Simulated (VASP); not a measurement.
# LiBr (Fm-3m) in VASP: further runs, part 2 of 2

VASP 6.6.1. The steps go on from the part before.

## 3. Electric field gradients, PBE

This run uses another cell than the first one, of 20.67 Å³/atom, 1.063 times its volume.

INCAR

```
SYSTEM = LiBr
PREC = Accurate
ENCUT = 650
EDIFF = 1E-8
ISMEAR = -1
SIGMA = 0.03
LREAL = .FALSE.
LASPH = .TRUE.
NELM = 120
ALGO = Normal
ISIF = 2
LWAVE = .FALSE.
LCHARG = .FALSE.
GGA = PE
LEFG = .TRUE.
NBANDS = 12
GGA_COMPAT = .FALSE.
```

KPOINTS

```
Automatic mesh
0
G
  8 8 8
  0 0 0
```

POSCAR

```
LiBr
1.0
    0.0000000000      2.7445000000      2.7445000000
    2.7445000000      0.0000000000      2.7445000000
    2.7445000000      2.7445000000      0.0000000000
Li Br
1 1
Direct
    0.0000000000      0.0000000000      0.0000000000
    0.5000000000      0.5000000000      0.5000000000
```

Potentials or basis: VASP PAW PBE potentials, release 64 (Li_sv, Br).

Started as:

```
> cat potpaw_PBE.64/Li_sv/POTCAR potpaw_PBE.64/Br/POTCAR > POTCAR
> mpirun -np 1 vasp_std > vasp.out
```

OUTCAR:

```text
SYSTEM = LiBr
   PREC = Accurate
   ENCUT = 650
   EDIFF = 1E-8
   ISMEAR = -1
   LREAL = .FALSE.
   LASPH = .TRUE.
   NELM = 120
   ISIF = 2
   GGA = PE

 ion  position               nearest neighbor table
   1  0.000  0.000  0.000-
   2  0.500  0.500  0.500-

  LATTYP: Found a face centered cubic cell.
 ALAT       =     5.4890000000

  Lattice vectors:

 A1 = (   0.0000000000,   2.7445000000,   2.7445000000)
 A2 = (   2.7445000000,   0.0000000000,   2.7445000000)
 A3 = (   2.7445000000,   2.7445000000,   0.0000000000)

Analysis of symmetry for initial positions (statically):
=====================================================================
 Subroutine PRICEL returns:
 Original cell was already a primitive cell.

 Routine SETGRP: Setting up the symmetry group for a
 face centered cubic supercell.

 Subroutine GETGRP returns: Found 48 space group operations
 (whereof 48 operations were pure point group operations)
 out of a pool of 48 trial point group operations.

The static configuration has the point symmetry O_h .

Analysis of symmetry for dynamics (positions and initial velocities):
=====================================================================
 Subroutine PRICEL returns:
 Original cell was already a primitive cell.

 Routine SETGRP: Setting up the symmetry group for a
 face centered cubic supercell.

 Subroutine GETGRP returns: Found 48 space group operations
 (whereof 48 operations were pure point group operations)
 out of a pool of 48 trial point group operations.

The dynamic configuration has the point symmetry O_h .

 Subroutine INISYM returns: Found 48 space group operations
 (whereof 48 operations are pure point group operations),
 and found     1 'primitive' translations

----------------------------------------------------------------------------------------

                                     Primitive cell

  volume of cell :      41.3447

  direct lattice vectors                    reciprocal lattice vectors
     0.000000000  2.744500000  2.744500000    -0.182182547  0.182182547  0.182182547
     2.744500000  0.000000000  2.744500000     0.182182547 -0.182182547  0.182182547
     2.744500000  2.744500000  0.000000000     0.182182547  0.182182547 -0.182182547

  length of vectors
     3.881309122  3.881309122  3.881309122     0.315549428  0.315549428  0.315549428

  position of ions in fractional coordinates (direct lattice)
     0.000000000  0.000000000  0.000000000
     0.500000000  0.500000000  0.500000000

  ion indices of the primitive-cell ions
   primitive index   ion index
                 1           1
                 2           2

----------------------------------------------------------------------------------------

 KPOINTS: Automatic mesh

Automatic generation of k-mesh.
 Grid dimensions read from file:
 generate k-points for:    8    8    8

 Generating k-lattice:

[... 70 lines left out ...]
   TEBEG  =    0.0;   TEEND  =   0.0 temperature during run
   PSTRESS=    0.0 pullay stress
   NELECT =      10.0000    total number of electrons
   NUPDOWN=      -1.0000    fix difference up-down
   EMIN   =  10.00;   EMAX   =-10.00  energy-range for DOS
   EFERMI =   0.00;   METHOD = LEGACY
   ISMEAR =    -1;   SIGMA  =   0.03  broadening in eV -4-tet -1-fermi 0-gaus
   EFERMI_NEDOS =   21; number of points for ismear=-14 and -15
   IALGO  =     38    algorithm
   IMIX   =      4    mixing-type and parameters
     AMIX     =   0.40;   BMIX     =  1.00
     AMIX_MAG =   1.60;   BMIX_MAG =  1.00
  volume/ion in A,a.u.               =      20.67       139.50
  Fermi-wavevector in a.u.,A,eV,Ry     =   1.020003  1.927527 14.155594  1.040407
  Thomas-Fermi vector in A             =   2.153549
   LORBIT       =      0    0 simple, 1 ext, 2 COOP (PROOUT), +10 PAW based schemes
   GGA     = PE    functional components
   LHFCALC =     F    Hartree Fock is set to
   AEXX    =    0.0000 exact exchange contribution
   IVDW    =     0    specifies the selected vdW correction
   LEPSILON=     F    determine dielectric tensor
   LRPA    =     F    only Hartree local field effects (RPA)
 non-spin polarized calculation
  energy-cutoff  :      650.00
  volume of cell :       41.34
 maximum number of plane-waves:      1588
   NGX = 17   NGY = 17   NGZ = 17

 number of electron      10.0000007 magnetization

 Free energy of the ion-electron system (eV)
  ---------------------------------------------------
  ext. energy  EPLUGINS =         0.00000000
  ---------------------------------------------------
  free energy    TOTEN  =        -6.64254958 eV

  energy without entropy =       -6.64254958  energy(sigma->0) =       -6.64254958

 E-fermi :   1.0243     XC(G=0):  -8.4535

 val. band max:        0.3582343490   @ k =   0.0000   0.0000   0.0000
 cond. band min:       5.3342745201   @ k =   0.0000   0.0000   0.0000
 fundamental gap:      4.9760401710
 Fermi energy:         1.0243440978

 k-point     1 :       0.0000    0.0000    0.0000
  band No.  band energies     occupation
      1     -44.0328      2.00000
      2     -13.0960      2.00000
      3       0.3582      2.00000
      4       0.3582      2.00000
      5       0.3582      2.00000
      6       5.3343      0.00000
      7      10.8637      0.00000
      8      10.8637      0.00000
      9      10.8637      0.00000
     10      12.6278      0.00000
     11      12.6278      0.00000
     12      12.6278      0.00000
[... 331 lines left out ...]
 k-point    24 :      -0.3750    0.2500    0.1250
  band No.  band energies     occupation
      1     -44.0318      2.00000
      2     -12.5247      2.00000
      3      -2.2626      2.00000
      4      -0.9968      2.00000
      5      -0.2556      2.00000
      6       7.4247      0.00000
      7       8.2511      0.00000
      8       9.5850      0.00000
      9      11.0761      0.00000
     10      13.9414      0.00000
     11      14.3522      0.00000
     12      16.9655      0.00000

 [... further k-points ...]
[... 5 lines left out ...]
  --------------------------------------------------------------------------------------
  -------------------------------------------------------------------------------------
  Total        0.0596580      0.0596580      0.0596580      0.0000000      0.0000000      0.0000000
  in kB        2.3118513      2.3118513      2.3118513      0.0000000      0.0000000      0.0000000
  external PRESSURE =       2.3118513 kB  Pullay stress =       0.0000000 kB

 VOLUME and BASIS-vectors are now :
 -----------------------------------------------------------------------------
  energy-cutoff  :      650.00
  volume of cell :       41.34
      direct lattice vectors                 reciprocal lattice vectors
     0.000000000  2.744500000  2.744500000    -0.182182547  0.182182547  0.182182547
     2.744500000  0.000000000  2.744500000     0.182182547 -0.182182547  0.182182547
     2.744500000  2.744500000  0.000000000     0.182182547  0.182182547 -0.182182547

 POSITION                                       TOTAL-FORCE (eV/Angst)
 -----------------------------------------------------------------------------------
      0.00000      0.00000      0.00000        -0.000000     -0.000000     -0.000000
      2.74450      2.74450      2.74450         0.000000      0.000000      0.000000
 -----------------------------------------------------------------------------------
    total drift:                                0.000000     -0.000000      0.000000

  FREE ENERGIE OF THE ION-ELECTRON SYSTEM (eV)
  ---------------------------------------------------
  free  energy   TOTEN  =        -6.6425495777 eV

  energy  without entropy=       -6.6425495777  energy(sigma->0) =       -6.64254958

 Electric field gradients (V/A^2)
---------------------------------------------------------------------
 ion       V_xx      V_yy      V_zz      V_xy      V_xz      V_yz
---------------------------------------------------------------------
   1       0.000    -0.000     0.000    -0.004    -0.004    -0.004
   2      -0.000    -0.000     0.000    -0.000    -0.000    -0.000
---------------------------------------------------------------------

 Electric field gradients after diagonalization (V/A^2)
 (convention: |V_zz| > |V_xx| > |V_yy|)
----------------------------------------------------------------------
 ion       V_xx      V_yy      V_zz     asymmetry (V_yy - V_xx)/ V_zz
----------------------------------------------------------------------
   1       0.004     0.004    -0.007       0.000
   2       0.000     0.000    -0.001       0.000
----------------------------------------------------------------------

           NMR quadrupolar parameters

 Cq : quadrupolar parameter    Cq=e*Q*V_zz/h
 eta: asymmetry parameters     (V_yy - V_xx)/ V_zz
 Q  : nuclear electric quadrupole moment in mb (millibarn)
----------------------------------------------------------------------
 ion       Cq(MHz)       eta       Q (mb)
----------------------------------------------------------------------
   1      -0.000       0.000       1.000
   2      -0.000       0.000       1.000
----------------------------------------------------------------------
```

OSZICAR:

```text
N       E                     dE             d eps       ncg     rms          rms(c)
DAV:   1     0.437886745919E+02    0.43789E+02   -0.42635E+03   696   0.878E+02
DAV:   2    -0.363393150273E+01   -0.47423E+02   -0.44801E+02   884   0.139E+02
DAV:   3    -0.658724410590E+01   -0.29533E+01   -0.29422E+01   932   0.360E+01
DAV:   4    -0.666960220671E+01   -0.82358E-01   -0.82305E-01   956   0.581E+00
DAV:   5    -0.667040966681E+01   -0.80746E-03   -0.80745E-03   900   0.576E-01    0.196E+00
DAV:   6    -0.663785560874E+01    0.32554E-01   -0.62821E-02   892   0.115E+00    0.120E+00
DAV:   7    -0.664013833304E+01   -0.22827E-02   -0.38134E-02   972   0.103E+00    0.439E-01
DAV:   8    -0.664252426654E+01   -0.23859E-02   -0.43828E-03   812   0.435E-01    0.693E-02
DAV:   9    -0.664251477790E+01    0.94886E-05   -0.10956E-04   840   0.739E-02    0.267E-02
DAV:  10    -0.664254847955E+01   -0.33702E-04   -0.53863E-05   800   0.474E-02    0.149E-02
DAV:  11    -0.664254980127E+01   -0.13217E-05   -0.52241E-06   880   0.134E-02    0.385E-03
DAV:  12    -0.664254980141E+01   -0.14325E-09   -0.29172E-07   840   0.379E-03    0.246E-03
DAV:  13    -0.664254957096E+01    0.23045E-06   -0.73512E-08   852   0.156E-03    0.317E-04
DAV:  14    -0.664254957767E+01   -0.67067E-08   -0.18940E-09   452   0.333E-04
   1 F= -.66425496E+01 E0= -.66425496E+01  d E =-.111726E-10
```

Wall time 16 s (1 thread of Intel Xeon Platinum 8375C at 2.90GHz (Ice Lake), shared host); peak memory 0.18 GiB.

Results:

```yaml
Free_energy: -6.6425 eV
Pressure: 0.2 GPa
Band_gap_on_the_k_mesh: 4.98 eV, direct
```

Levels at points of the mesh, in eV from the valence-band top:
```
           k point  band 1  band 2  band 3  band 4  band 5  band 6  band 7  band 8  band 9  band 10
(0.00, 0.00, 0.00)  -44.39  -13.45    0.00    0.00    0.00    4.98   10.51   10.51   10.51    12.27
(0.50, 0.00, 0.00)  -44.39  -12.98   -2.90   -0.26   -0.26    5.63    8.11    8.11   11.83    14.07
(0.50, 0.50, 0.00)  -44.39  -12.78   -2.91   -1.15   -1.15    6.26    7.10   11.68   12.48    12.48
```

Caveat: without QUAD_EFG the Cq values of the log hold for a quadrupole moment of 1 mb, not for the nuclei.
